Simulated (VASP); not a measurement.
# C (Fd-3m) in VASP: a series of runs

The runs below take C through single point, with r2SCAN.

All numbers are computed with VASP 6.6.1; they aren't measurements. Logs are shortened: lines on timing, memory, paths and dates and some standing lists are left out, and cuts for length are marked.

### 1 The cell of the first run

The structure is cubic, space group Fd-3m (No. 227). The conventional cell has a = 3.567 Å, b = 3.567 Å, c = 3.567 Å, α = 90.00°, β = 90.00°, γ = 90.00°. C (site symmetry -43m) has 4 C at 1.54 Å within 2.1 Å.

### 2 Single point, r2SCAN

The input, POSCAR:

```
C
1.0
    0.0000000000      1.7833800000      1.7833800000
    1.7833800000      0.0000000000      1.7833800000
    1.7833800000      1.7833800000      0.0000000000
C
2
Direct
    0.5000000000      0.5000000000      0.5000000000
    0.7500000000      0.7500000000      0.7500000000
```

The input, INCAR.step1:

```
SYSTEM = C
PREC = Accurate
ENCUT = 520
ISMEAR = 0
SIGMA = 0.1
LREAL = .False.
LASPH = .True.
NELM = 80
NBANDS = 11
GGA = PE
ALGO = Normal
EDIFF = 1E-4
LWAVE = .True.
LCHARG = .False.
```

The input, INCAR.step2:

```
SYSTEM = C
PREC = Accurate
ENCUT = 520
EDIFF = 1E-6
ISMEAR = 0
SIGMA = 0.1
LREAL = .False.
LASPH = .True.
NELM = 80
ALGO = Normal
ISIF = 2
LWAVE = .False.
LCHARG = .False.
METAGGA = R2SCAN
LMIXTAU = .True.
NBANDS = 11
ISTART = 1
```

The input, KPOINTS:

```
regular mesh
0
Gamma
  12 12 12
  0 0 0
```

Potentials or basis: VASP PAW PBE potentials, release 64 (C).

Started as:

```bash
$ cat potpaw_PBE.64/C/POTCAR > POTCAR
$ cp INCAR.step1 INCAR
$ mpirun -np 1 vasp_std > vasp.out
$ cp INCAR.step2 INCAR
$ mpirun -np 1 vasp_std > vasp.out
```

OUTCAR:

```text
SYSTEM = C
   PREC = Accurate
   ENCUT = 520
   EDIFF = 1E-6
   ISMEAR = 0
   LREAL = .False.
   LASPH = .True.
   NELM = 80
   ISIF = 2
   METAGGA = R2SCAN
   ISTART = 1

 ion  position               nearest neighbor table
   1  0.500  0.500  0.500-   2 1.54   2 1.54   2 1.54   2 1.54
   2  0.750  0.750  0.750-   1 1.54   1 1.54   1 1.54   1 1.54

  LATTYP: Found a face centered cubic cell.
 ALAT       =     3.5667600000

  Lattice vectors:

 A1 = (   0.0000000000,   1.7833800000,   1.7833800000)
 A2 = (   1.7833800000,   0.0000000000,   1.7833800000)
 A3 = (   1.7833800000,   1.7833800000,   0.0000000000)

Analysis of symmetry for initial positions (statically):
=====================================================================
 Subroutine PRICEL returns:
 Original cell was already a primitive cell.

 Routine SETGRP: Setting up the symmetry group for a
 face centered cubic supercell.

 Subroutine GETGRP returns: Found 48 space group operations
 (whereof 24 operations were pure point group operations)
 out of a pool of 48 trial point group operations.

The static configuration has the point symmetry T_d .
 The point group associated with its full space group is O_h .

Analysis of symmetry for dynamics (positions and initial velocities):
=====================================================================
 Subroutine PRICEL returns:
 Original cell was already a primitive cell.

 Routine SETGRP: Setting up the symmetry group for a
 face centered cubic supercell.

 Subroutine GETGRP returns: Found 48 space group operations
 (whereof 24 operations were pure point group operations)
 out of a pool of 48 trial point group operations.

The dynamic configuration has the point symmetry T_d .
 The point group associated with its full space group is O_h .

 Subroutine INISYM returns: Found 48 space group operations
 (whereof 24 operations are pure point group operations),
 and found     1 'primitive' translations

----------------------------------------------------------------------------------------

                                     Primitive cell

  volume of cell :      11.3439

  direct lattice vectors                    reciprocal lattice vectors
     0.000000000  1.783380000  1.783380000    -0.280366495  0.280366495  0.280366495
     1.783380000  0.000000000  1.783380000     0.280366495 -0.280366495  0.280366495
[... 85 lines left out ...]
   EDIFF  = 0.1E-05   stopping-criterion for ELM
   LREAL  =      F    real-space projection
   EDIFFG = 0.1E-04   stopping-criterion for IOM
   NSW    =      0    number of steps for IOM
   IBRION =     -1    ionic relax: 0-MD 1-quasi-New 2-CG
   NFREE  =      0    steps in history (QN), initial steepest desc. (CG)
   ISIF   =      2    stress and relaxation
   ISYM   =      2    0-nonsym 1-usesym 2-fastsym
   POTIM  = 0.5000    time-step for ionic-motion
   TEBEG  =    0.0;   TEEND  =   0.0 temperature during run
   PSTRESS=    0.0 pullay stress
   NELECT =       8.0000    total number of electrons
   NUPDOWN=      -1.0000    fix difference up-down
   EMIN   =  10.00;   EMAX   =-10.00  energy-range for DOS
   EFERMI =   0.00;   METHOD = LEGACY
   ISMEAR =     0;   SIGMA  =   0.10  broadening in eV -4-tet -1-fermi 0-gaus
   EFERMI_NEDOS =   21; number of points for ismear=-14 and -15
   IALGO  =     38    algorithm
   IMIX   =      4    mixing-type and parameters
     AMIX     =   0.40;   BMIX     =  1.00
     AMIX_MAG =   1.60;   BMIX_MAG =  1.00
  volume/ion in A,a.u.               =       5.67        38.28
  Fermi-wavevector in a.u.,A,eV,Ry     =   1.457195  2.753699 28.890837  2.123417
  Thomas-Fermi vector in A             =   2.574025
   LORBIT       =      0    0 simple, 1 ext, 2 COOP (PROOUT), +10 PAW based schemes
   METAGGA = R2SCAN    functional components
   LHFCALC =     F    Hartree Fock is set to
   AEXX    =    0.0000 exact exchange contribution
   IVDW    =     0    specifies the selected vdW correction
   LEPSILON=     F    determine dielectric tensor
   LRPA    =     F    only Hartree local field effects (RPA)
 non-spin polarized calculation
 Gauss-broadening in eV      SIGMA  =   0.10
  energy-cutoff  :      520.00
  volume of cell :       11.34
 maximum number of plane-waves:       316
   NGX =  9   NGY =  9   NGZ =  9

 number of electron       7.9999999 magnetization

 Free energy of the ion-electron system (eV)
  ---------------------------------------------------
  ext. energy  EPLUGINS =         0.00000000
  ---------------------------------------------------
  free energy    TOTEN  =       -19.65728015 eV

  energy without entropy =      -19.65728015  energy(sigma->0) =      -19.65728015

 E-fermi :  10.3013     XC(G=0): -14.2578

 val. band max:        9.7126378778   @ k =   0.0000   0.0000   0.0000
 cond. band min:      14.0550492467   @ k =   0.3333   0.3333   0.0000
 fundamental gap:      4.3424113690
 Fermi energy:        10.3012650543

 k-point     1 :       0.0000    0.0000    0.0000
  band No.  band energies     occupation
      1     -12.9825      2.00000
      2       9.7126      2.00000
      3       9.7126      2.00000
      4       9.7126      2.00000
      5      15.5481      0.00000
      6      15.5481      0.00000
      7      15.5481      0.00000
      8      23.5302      0.00000
      9      30.1059      0.00000
     10      37.1005      0.00000
     11      37.1005      0.00000
[... 309 lines left out ...]
 k-point    24 :      -0.4167    0.1667    0.0000
  band No.  band energies     occupation
      1      -6.5869      2.00000
      2      -3.4791      2.00000
      3       3.8960      2.00000
      4       5.9058      2.00000
      5      17.6150      0.00000
      6      20.4767      0.00000
      7      21.4277      0.00000
      8      26.0990      0.00000
      9      30.2719      0.00000
     10      34.9827      0.00000
     11      35.7125      0.00000

 [... further k-points ...]
[... 5 lines left out ...]
  --------------------------------------------------------------------------------------
  -------------------------------------------------------------------------------------
  Total       -0.0944370     -0.0944370     -0.0944370      0.0000000      0.0000000     -0.0000000
  in kB      -13.3380082    -13.3380082    -13.3380082      0.0000000      0.0000000     -0.0000000
  external PRESSURE =     -13.3380082 kB  Pullay stress =       0.0000000 kB

 VOLUME and BASIS-vectors are now :
 -----------------------------------------------------------------------------
  energy-cutoff  :      520.00
  volume of cell :       11.34
      direct lattice vectors                 reciprocal lattice vectors
     0.000000000  1.783380000  1.783380000    -0.280366495  0.280366495  0.280366495
     1.783380000  0.000000000  1.783380000     0.280366495 -0.280366495  0.280366495
     1.783380000  1.783380000  0.000000000     0.280366495  0.280366495 -0.280366495

 POSITION                                       TOTAL-FORCE (eV/Angst)
 -----------------------------------------------------------------------------------
      1.78338      1.78338      1.78338        -0.000000     -0.000000     -0.000000
      2.67507      2.67507      2.67507         0.000000      0.000000      0.000000
 -----------------------------------------------------------------------------------
    total drift:                                0.000000     -0.000000      0.000000

  FREE ENERGIE OF THE ION-ELECTRON SYSTEM (eV)
  ---------------------------------------------------
  free  energy   TOTEN  =       -19.6572801516 eV

  energy  without entropy=      -19.6572801516  energy(sigma->0) =      -19.65728015
```

OSZICAR.step1:

```text
N       E                     dE             d eps       ncg     rms          rms(c)
DAV:   1     0.575710522526E+00    0.57571E+00   -0.46923E+03  1654   0.696E+02
DAV:   2    -0.184760215364E+02   -0.19052E+02   -0.18477E+02  2073   0.126E+02
DAV:   3    -0.188235007989E+02   -0.34748E+00   -0.34647E+00  1848   0.129E+01
DAV:   4    -0.188240674517E+02   -0.56665E-03   -0.56664E-03  1721   0.654E-01
DAV:   5    -0.188240681252E+02   -0.67349E-06   -0.67341E-06  1834   0.210E-02    0.556E+00
DAV:   6    -0.183447016436E+02    0.47937E+00   -0.25011E-01  1617   0.352E+00    0.332E+00
DAV:   7    -0.181833599203E+02    0.16134E+00   -0.30646E-01  1698   0.395E+00    0.758E-01
DAV:   8    -0.181851856716E+02   -0.18258E-02   -0.86885E-03  1659   0.694E-01    0.438E-02
DAV:   9    -0.181852264533E+02   -0.40782E-04   -0.62417E-05  1755   0.638E-02
   1 F= -.18185226E+02 E0= -.18185226E+02  d E =-.777287E-14
```

Wall time 33 s (1 thread of AMD EPYC 7R43 (Zen 3), shared host); peak memory 0.08 GiB.

What came out:

```yaml
Free_energy: -19.6573 eV
Pressure: -1.3 GPa
Band_gap_on_the_k_mesh: 4.34 eV, indirect (least direct gap 5.84 eV)
```

Caveat: the PAW data sets were made with another functional, which shifts forces and pressure a little.

[end of part 1 of 2]
